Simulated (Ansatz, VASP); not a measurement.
Two plane-wave programs on TiN

```xyz
2
Lattice="0.0000 2.1220 2.1220 2.1220 0.0000 2.1220 2.1220 2.1220 0.0000" Properties=species:S:1:pos:R:3 pbc="T T T"
Ti    0.0000    0.0000    0.0000
N     2.1220    2.1220    2.1220
```

Alike in both runs: task single point; functional PBE; k mesh 9 × 9 × 9; occupations fermi-dirac, width 0.05 eV; collinear spin; Hubbard terms Ti d U = 4.0 eV.

|  | VASP | Ansatz |
| --- | --- | --- |
| version | VASP 6.6.1 | Ansatz 0.2.0 |
| potentials or method | VASP PAW PBE potentials, release 64 (Ti_sv, N), cutoff 520 eV | PAW, plane waves, scalar-relativistic |
| valence electrons in the cell | 17 | 17 |

Ansatz gave:

- pressure (GPa): 6.3
- net moment per atom (μB): 0.00

Q: Estimate VASP's values.

A: Pressure (GPa): 13.2; net moment per atom (μB): 0.00.

The programs project onto different local orbitals, so the same U acts differently, and such runs can settle in different states. Ansatz's warnings: filled band counts differ across k points, seeded moment not kept.
